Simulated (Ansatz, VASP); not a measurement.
Given: the input of a run of VASP 6.6.1 on GaSb.

File POSCAR:

```
GaSb
1.0
    0.0000000000      3.0590000000      3.0590000000
    3.0590000000      0.0000000000      3.0590000000
    3.0590000000      3.0590000000      0.0000000000
Sb Ga
1 1
Direct
    0.7500000000      0.7500000000      0.7500000000
    0.0000000000      0.0000000000      0.0000000000
```

Contents of INCAR.step1:

```
PREC = Accurate
ENCUT = 520
EDIFF = 1E-5
ISMEAR = -1
SIGMA = 0.05
LREAL = False
LASPH = True
NELM = 150
ALGO = Normal
ISIF = 2
LWAVE = True
MAGMOM = 0 0 0 0 0 0
LORBIT = 11
LSORBIT = True
GGA_COMPAT = False
LORBMOM = True
GGA = PE
NBANDS = 30
```

The input INCAR.step2:

```
PREC = Accurate
ENCUT = 520
EDIFF = 1E-6
ISMEAR = -1
SIGMA = 0.05
LREAL = False
LASPH = True
NELM = 150
ALGO = Normal
ISIF = 2
LWAVE = False
LCHARG = True
MAGMOM = 0 0 0 0 0 0
LORBIT = 11
LSORBIT = True
GGA_COMPAT = False
LORBMOM = True
GGA = PE
LHFCALC = True
AEXX = 0.25
PRECFOCK = Normal
LVHAR = True
ISTART = 1
NBANDS = 30
```

Contents of KPOINTS:

```
regular mesh
0
Gamma
  4 4 4
```

Potentials or basis: VASP PAW PBE potentials, release 64 (Sb, Ga_d).

The run is started by

```console
$ cat potpaw_PBE.64/Sb/POTCAR potpaw_PBE.64/Ga_d/POTCAR > POTCAR
$ cp INCAR.step1 INCAR
$ mpirun -np 1 vasp_ncl > vasp.out
$ cp INCAR.step2 INCAR
$ mpirun -np 1 vasp_ncl > vasp.out
```

Task: Translate it to Ansatz 0.2.0. Potentials there: Ansatz PAW.

Result: As run (the cutoff follows the program's own potentials):

The input input.yaml:

```yaml
crystal:
  lattice:
    - [0.0, 3.059, 3.059]
    - [3.059, 0.0, 3.059]
    - [3.059, 3.059, 0.0]
  atoms:
    - { symbol: Sb, position: [0.75, 0.75, 0.75] }
    - { symbol: Ga, position: [0.0, 0.0, 0.0] }
hamiltonian:
  xc: pbe0
  pseudopotentials: { kind: paw_fr }
magnetization:
  noncollinear: true
  spin_orbit: true
kpoints:
  mp_grid: { grid: [4, 4, 4] }
scf:
  occupations: { method: fermi_dirac, width: 0.05 }
output:
  forces: true
  stress: true
  eigenvalues: true
```

Potentials or basis: Ansatz PAW.

Launch:

```console
$ ansatz run input.yaml --threads 2 --pin off --max-ram 5632MiB --backend cpu --events-out ev --progress --plain --runs-dir out
```

Both were run:

|  | VASP | Ansatz | Ansatz less VASP |
| --- | --- | --- | --- |
| pressure (GPa) | 0.0 | 0.6 | +0.59 |

With one functional, cell and mesh, what is left measures potentials, basis and numerics. VASP's potentials hold 18 valence electrons a cell and Ansatz's 28, so a difference there can come from the potentials and not from the codes.

The k mesh is coarse, so the values compare programs but aren't converged.
